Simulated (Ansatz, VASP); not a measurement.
**One calculation of P, two programs**

```
P
1.0
     4.05926    0.00000    0.00000
     0.00000    4.05926    0.00000
     0.00000    0.00000    4.15910
P
1
Direct
  0.00000 0.00000 0.00000
```

Change from the starting cell: strain -0.050 along x and y, -0.050 along z, atoms carried along.

Alike in both runs: task single point; functional r2SCAN; k mesh 12 × 12 × 12; occupations gaussian, width 0.15 eV; no spin polarisation.

|  | VASP | Ansatz |
| --- | --- | --- |
| version | VASP 6.6.1 | Ansatz 0.2.0 |
| potentials or method | VASP PAW PBE potentials, release 64 (P), cutoff 520 eV | scalar-relativistic, plane waves, PAW |
| valence electrons in the cell | 5 | 5 |

```tsv
	VASP	Ansatz	Ansatz less VASP
gap on the k mesh at the Fermi level (eV)	none	none	-
pressure (GPa)	-5.5	-5.5	+0.01
traceless stress, the component that is largest in VASP (GPa)	0.32	0.32	0.000
```

VASP's potentials were made for PBE, not for r2SCAN. A gap of «none» marks a metal or a gap that the smearing closes.
